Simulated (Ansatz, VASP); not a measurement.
**BAs: VASP beside Ansatz**

File INCAR:

```
PREC = Accurate
ENCUT = 520
EDIFF = 1E-6
ISMEAR = 0
SIGMA = 0.05
LREAL = F
LASPH = T
NELM = 80
ALGO = Normal
ISIF = 2
LWAVE = F
LCHARG = F
GGA = PE
NBANDS = 11
```

The input KPOINTS:

```
regular mesh
0
Gamma
  10 10 10
```

File POSCAR:

```
BAs
1.0
    0.0000000000      2.4284552727      2.4044111611
    2.4044111611      0.0000000000      2.4044111611
    2.4044111611      2.4284552727      0.0000000000
B As
1 1
Direct
    0.0000000000      0.0000000000      0.0000000000
    0.7500000000      0.7500000000      0.7500000000
```

Input for Ansatz:

```yaml
crystal:
  lattice:
    - [0.0, 2.4284552727, 2.4044111611]
    - [2.4044111611, 0.0, 2.4044111611]
    - [2.4044111611, 2.4284552727, 0.0]
  atoms:
    - { symbol: B, position: [0.0, 0.0, 0.0] }
    - { symbol: As, position: [0.75, 0.75, 0.75] }
basis:
  ecutwfc: 420
kpoints:
  mp_grid: { grid: [10, 10, 10] }
hamiltonian:
  xc: pbe
scf:
  occupations: { method: gaussian, width: 0.05 }
output:
  forces: true
  stress: true
  eigenvalues: true
```

Change from the starting cell: strain +0.0100 x Voigt [0, 1, 0, 0, 0, 0], atoms carried along.

Alike in both runs: task single point; functional PBE; k mesh 10 × 10 × 10; occupations gaussian, width 0.05 eV; no spin polarisation.

|  | VASP | Ansatz |
| --- | --- | --- |
| version | VASP 6.6.1 | Ansatz 0.2.0 |
| potentials or method | VASP PAW PBE potentials, release 64 (B, As), cutoff 520 eV | scalar-relativistic, plane waves, PAW |
| valence electrons in the cell | 8 | 18 |

|  | VASP | Ansatz | Ansatz less VASP |
| --- | --- | --- | --- |
| gap on the k mesh at the Fermi level (eV) | 1.13 | 1.14 | +0.008 |
| least direct gap on the mesh (eV) | 3.19 | 3.19 | +0.004 |
| pressure (GPa) | -0.7 | -1.2 | -0.56 |
| traceless stress, the component that is largest in VASP (GPa) | -1.35 | -1.36 | -0.006 |

The functional is the same, so the differences come from potentials, cutoffs and numerics. VASP's potentials hold 8 valence electrons a cell and Ansatz's 18, so a difference there can come from the potentials and not from the codes.
